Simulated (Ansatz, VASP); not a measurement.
# Two plane-wave programs on KI

The input INCAR:

```
ALGO = Normal ; EDIFF = 1E-7
ENCUT = 520 ; GGA = PS
ISIF = 2 ; ISMEAR = 0
LASPH = T ; LCHARG = F
LREAL = F ; LWAVE = F
NBANDS = 15 ; NELM = 60
PREC = Accurate ; SIGMA = 0.05
```

The input KPOINTS:

```
k-points
0
Gamma
  6 6 6
```

The input POSCAR:

```
KI
1.0
    3.9479009272      0.0000000000      0.0000000000
    0.0000000000      3.9479009272      0.0000000000
    0.0000000000      0.0000000000      4.2911966600
K I
1 1
Direct
    0.0000000000      0.0000000000      0.0000000000
    0.5000000000      0.5000000000      0.5000000000
```

Input for Ansatz:

```yaml
crystal:
  lattice:
    - [3.9479009272, 0.0, 0.0]
    - [0.0, 3.9479009272, 0.0]
    - [0.0, 0.0, 4.29119666]
  atoms:
    - { symbol: K, position: [0.0, 0.0, 0.0] }
    - { symbol: I, position: [0.5, 0.5, 0.5] }
basis:
  ecutwfc: 420
kpoints:
  mp_grid: { grid: [6, 6, 6] }
hamiltonian:
  xc: pbesol
scf:
  occupations: { method: gaussian, width: 0.05 }
output:
  forces: true
  stress: true
  eigenvalues: true
```

Change from the starting cell: strain -0.080 along x and y, +0.000 along z, atoms carried along.

Alike in both runs: task single point; functional PBEsol; k mesh 6 × 6 × 6; occupations gaussian, width 0.05 eV; no spin polarisation.

|  | VASP | Ansatz |
| --- | --- | --- |
| version | VASP 6.6.1 | Ansatz 0.2.0 |
| potentials or method | VASP PAW PBE potentials, release 64 (K_sv, I), cutoff 520 eV | scalar-relativistic, plane waves, PAW |
| valence electrons in the cell | 16 | 26 |

|  | VASP | Ansatz | Ansatz less VASP |
| --- | --- | --- | --- |
| gap on the k mesh at the Fermi level (eV) | 3.20 | 3.20 | +0.008 |
| least direct gap on the mesh (eV) | 3.32 | 3.33 | +0.013 |
| pressure (GPa) | 2.6 | 2.5 | -0.07 |
| traceless stress, the component that is largest in VASP (GPa) | -2.09 | -2.10 | -0.005 |

VASP's potentials were made for PBE, not for PBEsol. The functional is the same, so the differences come from potentials, cutoffs and numerics. VASP's potentials hold 16 valence electrons a cell and Ansatz's 26, so a difference there can come from the potentials and not from the codes.

Spin-orbit coupling is off throughout.
